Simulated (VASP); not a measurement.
Input of a VASP 6.6.1 run:

INCAR

```
ALGO = Normal
EDIFF = 1E-6
ENCUT = 600
GGA_COMPAT = F
ISIF = 2
ISMEAR = 0
LASPH = T
LCHARG = F
LREAL = F
LWAVE = F
NBANDS = 11
NELM = 120
PREC = Accurate
SIGMA = 0.01
```

File KPOINTS:

```
k-points
0
Gamma
  6 6 6
```

POSCAR

```
BN
1.0
    0.0000000000      1.8075000000      1.8075000000
    1.8075000000      0.0000000000      1.8075000000
    1.8075000000      1.8075000000      0.0000000000
B N
1 1
Direct
    0.0000000000      0.0000000000      0.0000000000
    0.2500000000      0.2500000000      0.2500000000
```

Potentials or basis: VASP PAW LDA potentials, release 64 (B, N).

Launch:

```bash
$ cat potpaw_LDA.64/B/POTCAR potpaw_LDA.64/N/POTCAR > POTCAR
$ mpirun -np 1 vasp_std > vasp.out
```

Task: Estimate the band gap on the k mesh.

Result: 4.34 eV, indirect (least direct gap 8.68 eV).

Task: What does it give for the pressure?

Result: -10.3 GPa.

Caveat: the k points lie up to 0.50 Å⁻¹ apart. A k mesh can miss the band edges.
